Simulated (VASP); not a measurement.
Wanted: the native input for a VASP 6.6.1 run.

```
Task                   : single point
Functional             : r2SCAN
Potentials or basis    : VASP PAW PBE potentials, release 64 (Al, Ni_sv_GW)
Cutoff                 : 650 eV
k mesh                 : 1 × 1 × 1
Occupations            : gaussian, width 0.1 eV
Spin                   : no spin polarisation
Dipole correction      : no
Further INCAR settings : ALGO = Normal; EDIFF = 1e-06; NBANDS = 36
```

Crystal: AlNi3.

```
Al Ni
1.0
     0.00000    2.80189    2.80189
     2.80189    0.00000    2.80189
     2.80189    2.80189    0.00000
Al Ni
1 3
Direct
  0.50000 0.50000 0.50000
  0.25000 0.25000 0.25000
  0.00000 0.00000 0.00000
  0.75000 0.75000 0.75000
```

The input as run:

POSCAR

```
AlNi3
1.0
    0.0000000000      2.8018887551      2.8018887551
    2.8018887551      0.0000000000      2.8018887551
    2.8018887551      2.8018887551      0.0000000000
Al Ni
1 3
Direct
    0.5000000000      0.5000000000      0.5000000000
    0.2500000000      0.2500000000      0.2500000000
    0.0000000000      0.0000000000      0.0000000000
    0.7500000000      0.7500000000      0.7500000000
```

INCAR.step1

```
SYSTEM = AlNi3
PREC = Accurate ; ENCUT = 650
ISMEAR = 0 ; SIGMA = 0.1
LREAL = .False. ; LASPH = .True.
NELM = 120 ; NBANDS = 36
GGA = PE ; ALGO = Normal
EDIFF = 1E-5 ; LWAVE = .True.
LCHARG = .False. ; GGA_COMPAT = .False.
```

INCAR.step2

```
SYSTEM = AlNi3
PREC = Accurate ; ENCUT = 650
EDIFF = 1E-6 ; ISMEAR = 0
SIGMA = 0.1 ; LREAL = .False.
LASPH = .True. ; NELM = 120
ALGO = Normal ; ISIF = 2
LWAVE = .False. ; LCHARG = .True.
METAGGA = R2SCAN ; LMIXTAU = .True.
LELF = .True. ; LVHAR = .True.
NBANDS = 36 ; ISTART = 1
GGA_COMPAT = .False.
```

KPOINTS

```
regular mesh
0
Gamma
  1 1 1
  0 0 0
```

Potentials or basis: VASP PAW PBE potentials, release 64 (Al, Ni_sv_GW).

The run is started by

```bash
$ cat potpaw_PBE.64/Al/POTCAR potpaw_PBE.64/Ni_sv_GW/POTCAR > POTCAR
$ cp INCAR.step1 INCAR
$ mpirun -np 1 vasp_gam > vasp.out
$ cp INCAR.step2 INCAR
$ mpirun -np 1 vasp_gam > vasp.out
```

It gave:

The pressure is 0.9 GPa and the band gap on the k mesh is zero (an odd number of electrons rules out a gap without spin polarisation).

Caveat: the k points lie up to 1.94 Å⁻¹ apart, too coarse for converged energies and pressures of a metal; the PAW data sets were made with another functional, which shifts forces and pressure a little.

Wall time 54 s on 1 thread of Intel(R) Xeon(R) Platinum 8375C CPU @ 2.90GHz (Ice Lake) (shared host), peak memory 0.22 GiB.
